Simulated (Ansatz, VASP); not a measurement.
SnO: VASP beside Ansatz

```
Sn O
1.0
     3.35500    0.00000    0.00000
     0.00000    5.67410    0.00000
     0.00000    0.00000    4.22197
Sn O
2 2
Direct
  0.00638 0.19834 0.50249
  0.49094 0.75717 0.00472
  0.99469 0.86588 0.72888
  0.49399 0.08847 0.21704
```

Alike in both runs: task single point; functional LDA; k mesh 4 × 3 × 3; no spin polarisation.

|  | VASP | Ansatz |
| --- | --- | --- |
| version | VASP 6.6.1 | Ansatz 0.2.0 |
| potentials or method | VASP PAW LDA potentials, release 64 (Sn_d, O) | plane waves, PAW |
| plane-wave cutoff (eV) | 520 | 420 |
| occupations | gaussian, width 0.01 eV | fixed |
| valence electrons in the cell | 40 | 40 |

```csv
,VASP,Ansatz,Ansatz less VASP
rms of the force components (eV/Å),0.226,0.202,-0.0236
```

LDA's correlation is that of Perdew and Zunger in VASP and of Perdew and Wang (1992) in Ansatz. Atom by atom the forces differ by 0.047 eV/Å (rms over components).

The k mesh is coarse, so the values compare programs but aren't converged.
